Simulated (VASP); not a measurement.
Wanted: the native input for a VASP 6.6.1 run.

```yaml
Task: electric field gradients
Functional: LDA
Potentials_or_basis: VASP PAW LDA potentials, release 64 (B)
Cutoff: 520 eV
k_mesh: 13 × 13 × 13
Occupations: fermi-dirac, width 0.05 eV
Spin: no spin polarisation
Dipole_correction: no
Further_INCAR_settings: ALGO = Normal; EDIFF = 1e-08; NBANDS = 10
```

The structure of B lies in POSCAR:

```
B
1.0
    0.0000000000      2.0103628793      2.0103628793
    2.0103628793      0.0000000000      2.0103628793
    2.0103628793      2.0103628793      0.0000000000
B
2
Direct
   -0.2150000000     -0.0950000000     -0.0950000000
    0.2150000000      0.0950000000      0.0950000000
```

This cell differs from its parent crystal: shortest bond scaled by 0.76.

One way to write it, as run:

INCAR

```
  ALGO = Normal
  EDIFF = 1E-8
  ENCUT = 520
  GGA = CA
  ISIF = 2
  ISMEAR = -1
  LASPH = T
  LCHARG = F
  LEFG = T
  LREAL = F
  LWAVE = F
  NBANDS = 10
  NELM = 80
  PREC = Accurate
  SIGMA = 0.05
```

KPOINTS

```
k-points
0
Gamma
  13 13 13
```

Potentials or basis: VASP PAW LDA potentials, release 64 (B).

Launch:

```console
$ cat potpaw_LDA.64/B/POTCAR > POTCAR
$ mpirun -np 1 vasp_std > vasp.out
```

Results of the run:

```json
{"Pressure": "38.3 GPa", "Largest force": "13.429 eV/Å", "Band gap on the k mesh": "zero (band 3 reaches 9.68 eV, above the bottom of band 4 at 1.75 eV)"}
```

Caveat: the cell differs from its parent crystal (shortest bond scaled by 0.76); without QUAD_EFG the Cq values of the log hold for a quadrupole moment of 1 mb, not for the nuclei; forces of over 1 eV/Å act on the atoms, so gaps and moduli don't describe the material at rest.

Wall time 24 s on 1 thread of Intel Xeon 6975P-C, with other jobs on the host, peak memory 0.14 GiB.
